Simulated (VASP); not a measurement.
# Na2S (Fm-3m) in VASP: settings compared

Aim: see how the results for Na2S move with the level of theory and the settings. Levels: LDA, r2SCAN. Tasks: relaxation of cell and atoms, relaxation of the atoms.

Program: VASP 6.6.1. These are calculated values, not measurements. Logs are shortened: lines on timing, memory, paths and dates and some standing lists are left out, and cuts for length are marked.

## 1. The cell of the first run

The structure is cubic, space group Fm-3m (No. 225). Conventional cell: a = 6.547 Å, b = 6.547 Å, c = 6.547 Å, α = 90.00°, β = 90.00°, γ = 90.00°. Within 3.7 Å of Na (site symmetry -43m) lie 4 S at 2.83 Å and 6 Na at 3.27 Å. S (site symmetry m-3m) has 8 Na at 2.83 Å within 3.7 Å.

## 2. Relaxation of cell and atoms, LDA

The input, INCAR:

```
PREC = Accurate
ENCUT = 500
EDIFF = 1E-7
ISMEAR = -1
SIGMA = 0.02
LREAL = F
LASPH = T
NELM = 120
ALGO = Normal
ISIF = 3
LWAVE = F
LCHARG = F
IBRION = 2
NSW = 80
EDIFFG = -0.01
GGA_COMPAT = F
NELMIN = 4
```

The input, KPOINTS:

```
Automatic mesh
0
Gamma
  8 8 8
```

The input, POSCAR:

```
Na2S
1.0
    0.0000000000      3.2735000000      3.2735000000
    3.2735000000      0.0000000000      3.2735000000
    3.2735000000      3.2735000000      0.0000000000
Na S
2 1
Direct
    0.2500000000      0.2500000000      0.2500000000
    0.7500000000      0.7500000000      0.7500000000
    0.0000000000      0.0000000000      0.0000000000
```

Potentials or basis: VASP PAW LDA potentials, release 64 (Na_pv, S).

Command:

```sh
$ cat potpaw_LDA.64/Na_pv/POTCAR potpaw_LDA.64/S/POTCAR > POTCAR
$ mpirun -np 1 vasp_std > vasp.out
```

OUTCAR:

```text
PREC = Accurate
   ENCUT = 500
   EDIFF = 1E-7
   ISMEAR = -1
   LREAL = F
   LASPH = T
   NELM = 120
   ISIF = 3
   IBRION = 2
   NSW = 80
   EDIFFG = -0.01
   NELMIN = 4

 ion  position               nearest neighbor table
   1  0.250  0.250  0.250-
   2  0.750  0.750  0.750-
   3  0.000  0.000  0.000-

  LATTYP: Found a face centered cubic cell.
 ALAT       =     6.5470000000

  Lattice vectors:

 A1 = (   0.0000000000,   3.2735000000,   3.2735000000)
 A2 = (   3.2735000000,   0.0000000000,   3.2735000000)
 A3 = (   3.2735000000,   3.2735000000,   0.0000000000)

Analysis of symmetry for initial positions (statically):
=====================================================================
 Subroutine PRICEL returns:
 Original cell was already a primitive cell.

 Routine SETGRP: Setting up the symmetry group for a
 face centered cubic supercell.

 Subroutine GETGRP returns: Found 48 space group operations
 (whereof 48 operations were pure point group operations)
 out of a pool of 48 trial point group operations.

The static configuration has the point symmetry O_h .

Analysis of symmetry for dynamics (positions and initial velocities):
=====================================================================
 Subroutine PRICEL returns:
 Original cell was already a primitive cell.

 Routine SETGRP: Setting up the symmetry group for a
 face centered cubic supercell.

 Subroutine GETGRP returns: Found 48 space group operations
 (whereof 48 operations were pure point group operations)
 out of a pool of 48 trial point group operations.

The dynamic configuration has the point symmetry O_h .

 Subroutine INISYM returns: Found 48 space group operations
 (whereof 48 operations are pure point group operations),
 and found     1 'primitive' translations

----------------------------------------------------------------------------------------

                                     Primitive cell

  volume of cell :      70.1564

  direct lattice vectors                    reciprocal lattice vectors
     0.000000000  3.273500000  3.273500000    -0.152741714  0.152741714  0.152741714
     3.273500000  0.000000000  3.273500000     0.152741714 -0.152741714  0.152741714
     3.273500000  3.273500000  0.000000000     0.152741714  0.152741714 -0.152741714

  length of vectors
     4.629428096  4.629428096  4.629428096     0.264556409  0.264556409  0.264556409

  position of ions in fractional coordinates (direct lattice)
     0.250000000  0.250000000  0.250000000
     0.750000000  0.750000000  0.750000000
     0.000000000  0.000000000  0.000000000

  ion indices of the primitive-cell ions
   primitive index   ion index
                 1           1
                 2           2
                 3           3

----------------------------------------------------------------------------------------

 KPOINTS: Automatic mesh

Automatic generation of k-mesh.
 Grid dimensions read from file:
 generate k-points for:    8    8    8

 Generating k-lattice:

  Cartesian coordinates                     Fractional coordinates (reciprocal lattice)
    -0.019092714  0.019092714  0.019092714     0.125000000  0.000000000  0.000000000
     0.019092714 -0.019092714  0.019092714     0.000000000  0.125000000  0.000000000
     0.019092714  0.019092714 -0.019092714     0.000000000  0.000000000  0.125000000

  Length of vectors
     0.033069551  0.033069551  0.033069551

  Shift w.r.t. Gamma in fractional coordinates (k-lattice)
     0.000000000  0.000000000  0.000000000

 Subroutine IBZKPT returns following result:
 ===========================================

 Found     29 irreducible k-points:

 Following reciprocal coordinates:
            Coordinates               Weight
  0.000000  0.000000  0.000000      1.000000
  0.125000  0.000000  0.000000      8.000000
  0.250000  0.000000  0.000000      8.000000
  0.375000  0.000000  0.000000      8.000000
  0.500000  0.000000  0.000000      4.000000
  0.125000  0.125000  0.000000      6.000000
[... 16 lines left out ...]
  0.500000  0.250000  0.125000     48.000000
 -0.375000  0.250000  0.125000     24.000000
 [... further k-points ...]
   k-points           NKPTS =     29   k-points in BZ     NKDIM =     29   number of bands    NBANDS=     14
   number of dos      NEDOS =    301   number of ions     NIONS =      3
   total plane-waves  NPLWV =  46656
   dimension x,y,z NGX =    36 NGY =   36 NGZ =   36
   dimension x,y,z NGXF=    72 NGYF=   72 NGZF=   72
   ions per type =               2   1
   NGX,Y,Z   is equivalent  to a cutoff of  12.93, 12.93, 12.93 a.u.
   NGXF,Y,Z  is equivalent  to a cutoff of  25.86, 25.86, 25.86 a.u.
 SYSTEM =  unknown system
   PREC   = accura    normal or accurate (medium, high low for compatibility)
   ISTART =      0    job   : 0-new  1-cont  2-samecut
   ICHARG =      2    charge: 1-file 2-atom 10-const
   ISPIN  =      1    spin polarized calculation?
   LNONCOLLINEAR =      F non collinear calculations
   LSORBIT =      F    spin-orbit coupling
   LASPH  =      T    aspherical Exc in radial PAW
   ENCUT  =  500.0 eV  36.75 Ry    6.06 a.u.   8.44  8.44  8.44*2*pi/ulx,y,z
   NELM   =    120;   NELMIN=  4; NELMDL= -5     # of ELM steps
   EDIFF  = 0.1E-06   stopping-criterion for ELM
   LREAL  =      F    real-space projection
   EDIFFG = -.1E-01   stopping-criterion for IOM
   NSW    =     80    number of steps for IOM
   IBRION =      2    ionic relax: 0-MD 1-quasi-New 2-CG
   NFREE  =      1    steps in history (QN), initial steepest desc. (CG)
   ISIF   =      3    stress and relaxation
   ISYM   =      2    0-nonsym 1-usesym 2-fastsym
   POTIM  = 0.5000    time-step for ionic-motion
   TEBEG  =    0.0;   TEEND  =   0.0 temperature during run
   PSTRESS=    0.0 pullay stress
   NELECT =      20.0000    total number of electrons
   NUPDOWN=      -1.0000    fix difference up-down
   EMIN   =  10.00;   EMAX   =-10.00  energy-range for DOS
   EFERMI =   0.00;   METHOD = LEGACY
   ISMEAR =    -1;   SIGMA  =   0.02  broadening in eV -4-tet -1-fermi 0-gaus
   EFERMI_NEDOS =   21; number of points for ismear=-14 and -15
   IALGO  =     38    algorithm
   IMIX   =      4    mixing-type and parameters
     AMIX     =   0.40;   BMIX     =  1.00
     AMIX_MAG =   1.60;   BMIX_MAG =  1.00
  volume/ion in A,a.u.               =      23.39       157.81
  Fermi-wavevector in a.u.,A,eV,Ry     =   1.077447  2.036079 15.794888  1.160892
  Thomas-Fermi vector in A             =   2.213359
   LORBIT       =      0    0 simple, 1 ext, 2 COOP (PROOUT), +10 PAW based schemes
   GGA     = CA    functional components
   LHFCALC =     F    Hartree Fock is set to
   AEXX    =    0.0000 exact exchange contribution
   IVDW    =     0    specifies the selected vdW correction
   LEPSILON=     F    determine dielectric tensor
   LRPA    =     F    only Hartree local field effects (RPA)
 conjugate gradient relaxation of ions
 non-spin polarized calculation
  energy-cutoff  :      500.00
  volume of cell :       70.16
 maximum number of plane-waves:      1812
 NGX is ok and might be reduce to    36
   NGX = 17   NGY = 17   NGZ = 17

--------------------------------------- Ionic step        1  -------------------------------------------

 number of electron      19.9999983 magnetization

 Free energy of the ion-electron system (eV)
  ---------------------------------------------------
  ext. energy  EPLUGINS =         0.00000000
  ---------------------------------------------------
  free energy    TOTEN  =       -10.87734193 eV

  energy without entropy =      -10.87734193  energy(sigma->0) =      -10.87734193

------------------------ aborting loop because EDIFF is reached ----------------------------------------

  FORCE on cell =-STRESS in cart. coord.  units (eV):
  Direction    XX          YY          ZZ          XY          YZ          ZX
  --------------------------------------------------------------------------------------
  -------------------------------------------------------------------------------------
  Total       -0.9485464     -0.9485464     -0.9485464      0.0000000     -0.0000000      0.0000000
  in kB      -21.6621790    -21.6621790    -21.6621790      0.0000000     -0.0000000      0.0000000
  external PRESSURE =     -21.6621790 kB  Pullay stress =       0.0000000 kB
[... 59 lines left out ...]
  energy  without entropy=      -10.9082466434  energy(sigma->0) =      -10.90824664

--------------------------------------- Ionic step        3  -------------------------------------------

 number of electron      20.0000015 magnetization

 Free energy of the ion-electron system (eV)
  ---------------------------------------------------
  ext. energy  EPLUGINS =         0.00000000
  ---------------------------------------------------
  free energy    TOTEN  =       -10.91375025 eV

  energy without entropy =      -10.91375025  energy(sigma->0) =      -10.91375025

 E-fermi :   0.7899     XC(G=0):  -8.5486

 val. band max:        0.2701851582   @ k =   0.0000   0.0000   0.0000
 cond. band min:       2.7524985833   @ k =   0.0000   0.0000   0.0000
 fundamental gap:      2.4823134251
 Fermi energy:         0.7899280323

 k-point     1 :       0.0000    0.0000    0.0000
  band No.  band energies     occupation
      1     -21.7963      2.00000
      2     -21.7963      2.00000
      3     -21.7963      2.00000
      4     -21.7263      2.00000
      5     -21.7263      2.00000
      6     -21.7263      2.00000
      7      -9.9279      2.00000
      8       0.2702      2.00000
      9       0.2702      2.00000
     10       0.2702      2.00000
     11       2.7525      0.00000
     12       8.0356      0.00000
     13       8.0356      0.00000
     14       8.0356      0.00000
[... 375 lines left out ...]
 k-point    24 :      -0.3750    0.2500    0.1250
  band No.  band energies     occupation
      1     -21.8086      2.00000
      2     -21.8021      2.00000
      3     -21.7649      2.00000
      4     -21.7645      2.00000
      5     -21.7279      2.00000
      6     -21.7266      2.00000
      7      -9.5700      2.00000
      8      -1.3057      2.00000
      9      -0.4226      2.00000
     10      -0.0258      2.00000
     11       5.5836      0.00000
     12       6.0843      0.00000
     13       7.8369      0.00000
     14       8.1056      0.00000

 [... further k-points ...]

------------------------ aborting loop because EDIFF is reached ----------------------------------------

  FORCE on cell =-STRESS in cart. coord.  units (eV):
  Direction    XX          YY          ZZ          XY          YZ          ZX
  --------------------------------------------------------------------------------------
  -------------------------------------------------------------------------------------
  Total       -0.0233738     -0.0233738     -0.0233738      0.0000000      0.0000000      0.0000000
  in kB       -0.5742292     -0.5742292     -0.5742292      0.0000000      0.0000000      0.0000000
  external PRESSURE =      -0.5742292 kB  Pullay stress =       0.0000000 kB
[... 18 lines left out ...]
  FREE ENERGIE OF THE ION-ELECTRON SYSTEM (eV)
  ---------------------------------------------------
  free  energy   TOTEN  =       -10.9137502499 eV

  energy  without entropy=      -10.9137502499  energy(sigma->0) =      -10.91375025

 reached required accuracy - stopping structural energy minimisation
```

Run time: 1.7 min. Hardware: 1 thread of AMD EPYC 9755, shared host; peak memory 0.14 GiB.

What came out:

- Free energy: -10.9138 eV
- Relaxed volume: 21.74 Å³/atom
- Relaxed cell: a = 4.518 Å, b = 4.518 Å, c = 4.518 Å, α = 60.00°, β = 60.00°, γ = 60.00°
- Space group after relaxing (to 0.1 Å): Fm-3m (No. 225)
- Energy gained by relaxing: 12.1 meV/atom
- Ionic steps: 3
- Pressure after relaxing: -0.1 GPa
- Band gap on the k mesh: 2.48 eV

Step by step:
| step | energy change (eV) | largest force (eV/Å) | pressure (GPa) | volume (Å³) |
| --- | --- | --- | --- | --- |
| 1 | 0.0000 | 0.0000 | -2.17 | 70.16 |
| 2 | -0.0309 | 0.0000 | -0.91 | 66.99 |
| 3 | -0.0364 | 0.0000 | -0.06 | 65.22 |

Final structure:
```yaml
crystal:
  lattice:
    - [0.00000, 3.19478, 3.19478]
    - [3.19478, 0.00000, 3.19478]
    - [3.19478, 3.19478, 0.00000]
  atoms:
    - { symbol: Na, position: [0.25000, 0.25000, 0.25000] }
    - { symbol: Na, position: [0.75000, 0.75000, 0.75000] }
    - { symbol: S, position: [0.00000, 0.00000, 0.00000] }
```

## 3. Relaxation of cell and atoms, r2SCAN

POSCAR is that of step 2.

The input, INCAR.step1:

```
SYSTEM = Na2S
  ALGO = Normal
  EDIFF = 1E-5
  EDIFFG = -0.005
  ENCUT = 550
  GGA = PE
  GGA_COMPAT = .False.
  IBRION = 2
  ISIF = 3
  ISMEAR = -1
  LASPH = .True.
  LCHARG = .False.
  LREAL = .False.
  LWAVE = .True.
  NELM = 120
  NELMIN = 4
  NSW = 100
  PREC = Accurate
  SIGMA = 0.02
```

The input, INCAR.step2:

```
SYSTEM = Na2S
  ALGO = Normal
  EDIFF = 1E-7
  EDIFFG = -0.01
  ENCUT = 550
  GGA_COMPAT = .False.
  IBRION = 2
  ISIF = 3
  ISMEAR = -1
  ISTART = 1
  LASPH = .True.
  LCHARG = .False.
  LMIXTAU = .True.
  LREAL = .False.
  LWAVE = .False.
  METAGGA = R2SCAN
  NELM = 120
  NELMIN = 4
  NSW = 80
  PREC = Accurate
  SIGMA = 0.02
```

The input, KPOINTS:

```
k-points
0
Gamma
  8 8 8
  0 0 0
```

Potentials or basis: VASP PAW PBE potentials, release 64 (Na_pv, S).

Command:

```sh
$ cat potpaw_PBE.64/Na_pv/POTCAR potpaw_PBE.64/S/POTCAR > POTCAR
$ cp INCAR.step1 INCAR
$ mpirun -np 1 vasp_std > vasp.out
$ cp INCAR.step2 INCAR
$ mpirun -np 1 vasp_std > vasp.out
```

Wall time 17 min (1 thread of AMD EPYC 9755, shared host); peak memory 0.18 GiB.

It converged, with:

- Free energy: -18.9676 eV
- Relaxed volume: 22.92 Å³/atom
- Relaxed cell: a = 4.598 Å, b = 4.598 Å, c = 4.598 Å, α = 60.00°, β = 60.00°, γ = 60.00°
- Space group after relaxing (to 0.1 Å): Fm-3m (No. 225)
- Energy gained by relaxing: 1.0 meV/atom
- Ionic steps: 4
- Pressure after relaxing: 0.1 GPa
- Band gap on the k mesh: 3.13 eV

Step by step:
```tsv
step	energy change (eV)	largest force (eV/Å)	pressure (GPa)	volume (Å³)
1	0.0000	0.0000	-0.61	70.16
2	-0.0027	0.0000	-0.19	69.26
3	-0.0029	0.0000	-0.11	69.09
4	-0.0031	0.0000	0.05	68.75
```

Final structure:
```yaml
crystal:
  lattice:
    - [0.00000, 3.25140, 3.25140]
    - [3.25140, 0.00000, 3.25140]
    - [3.25140, 3.25140, 0.00000]
  atoms:
    - { symbol: Na, position: [0.25000, 0.25000, 0.25000] }
    - { symbol: Na, position: [0.75000, 0.75000, 0.75000] }
    - { symbol: S, position: [0.00000, 0.00000, 0.00000] }
```

Levels at points of the mesh, in eV from the valence-band top:
| k point | band 6 | band 7 | band 8 | band 9 | band 10 | band 11 | band 12 | band 13 | band 14 |
| --- | --- | --- | --- | --- | --- | --- | --- | --- | --- |
| (0.00, 0.00, 0.00) | -22.96 | -10.58 | 0.00 | 0.00 | 0.00 | 3.13 | 8.48 | 8.48 | 8.48 |
| (0.50, 0.00, 0.00) | -22.99 | -10.32 | -1.63 | -0.13 | -0.13 | 5.58 | 7.00 | 7.70 | 7.70 |
| (0.50, 0.50, 0.00) | -22.95 | -10.24 | -1.44 | -0.45 | -0.45 | 4.20 | 6.79 | 9.46 | 10.64 |

Caveat: the PAW data sets were made with another functional, which shifts forces and pressure a little.

## 4. Relaxation of the atoms, r2SCAN

This run uses another cell than the first one, of 21.63 Å³/atom.

The input, POSCAR:

```
Na2S
1.0
    0.0000000000      3.1895213700      3.1895213700
    3.1895213700      0.0000000000      3.1895213700
    3.1895213700      3.1895213700      0.0000000000
Na S
2 1
Direct
    0.2500000000      0.2500000000      0.2500000000
    0.7500000000      0.7500000000      0.7500000000
    0.0000000000      0.0000000000      0.0000000000
```

The input, INCAR.step1:

```
ALGO = Normal
EDIFF = 1E-5
EDIFFG = -0.01
ENCUT = 500
GGA = PE
GGA_COMPAT = False
IBRION = 2
ISMEAR = -1
LASPH = True
LCHARG = False
LREAL = False
LWAVE = True
NELM = 120
NELMIN = 4
NSW = 100
PREC = Accurate
SIGMA = 0.02
```

The input, INCAR.step2:

```
ALGO = Normal
EDIFF = 1E-7
EDIFFG = -0.01
ENCUT = 500
GGA_COMPAT = False
IBRION = 2
ISIF = 2
ISMEAR = -1
ISTART = 1
LASPH = True
LCHARG = False
LMIXTAU = True
LREAL = False
LWAVE = False
METAGGA = R2SCAN
NELM = 120
NELMIN = 4
NSW = 50
PREC = Accurate
SIGMA = 0.02
```

The input, KPOINTS:

```
k-points
0
Gamma
  8 8 8
```

Command:

```sh
$ cat potpaw_PBE.64/Na_pv/POTCAR potpaw_PBE.64/S/POTCAR > POTCAR
$ cp INCAR.step1 INCAR
$ mpirun -np 1 vasp_std > vasp.out
$ cp INCAR.step2 INCAR
$ mpirun -np 1 vasp_std > vasp.out
```

Wall time 4.3 min (1 thread of AMD EPYC 9755, shared host); peak memory 0.17 GiB.

It converged, with:

```yaml
Free_energy: -18.9448 eV
Pressure_after_relaxing: 2.0 GPa
Band_gap_on_the_k_mesh: 3.34 eV
```

Final structure:
```xyz
3
Lattice="0.0000 3.1895 3.1895 3.1895 0.0000 3.1895 3.1895 3.1895 0.0000" Properties=species:S:1:pos:R:3 pbc="T T T"
Na    1.5948    1.5948    1.5948
Na    4.7843    4.7843    4.7843
S     0.0000    0.0000    0.0000
```

Levels at points of the mesh, in eV from the valence-band top:
```csv
k point,band 6,band 7,band 8,band 9,band 10,band 11,band 12,band 13,band 14
"(0.00, 0.00, 0.00)",-22.83,-10.67,0.00,0.00,0.00,3.34,8.69,8.69,8.69
"(0.50, 0.00, 0.00)",-22.86,-10.37,-1.73,-0.13,-0.13,5.84,7.24,7.83,7.83
"(0.50, 0.50, 0.00)",-22.81,-10.27,-1.53,-0.47,-0.47,4.23,6.96,9.96,11.04
```

Caveat: the relaxation stopped at its first step, so nothing moved; the PAW data sets were made with another functional, which shifts forces and pressure a little.

## 5. Summary

| task | level | potentials or basis | cell | cutoff (eV) | gap on the mesh (eV) | pressure (GPa) | relaxed volume (Å³/atom) |
| --- | --- | --- | --- | --- | --- | --- | --- |
| relaxation of cell and atoms | LDA | VASP PAW LDA potentials, release 64 (Na_pv, S) | relaxed from a = 4.629 Å, angles 60.0°, 3 atoms | 500 | 2.48 | -0.1 | 21.74 |
| relaxation of cell and atoms | r2SCAN | VASP PAW PBE potentials, release 64 (Na_pv, S) | relaxed from a = 4.629 Å, angles 60.0°, 3 atoms | 550 | 3.13 | 0.1 | 22.92 |
| relaxation of the atoms | r2SCAN | VASP PAW PBE potentials, release 64 (Na_pv, S) | atoms relaxed from a = 4.511 Å, angles 60.0°, 3 atoms | 500 | 3.34 | 2.0 | - |

Alike in all rows: no spin polarisation; k mesh 8 × 8 × 8; smearing fermi-dirac 0.02 eV.

Caveats: the PAW data sets were made with another functional, which shifts forces and pressure a little (at least some runs); the relaxation stopped at its first step, so nothing moved (at least some runs).

Absolute energies hang on the potentials; compare differences alone.
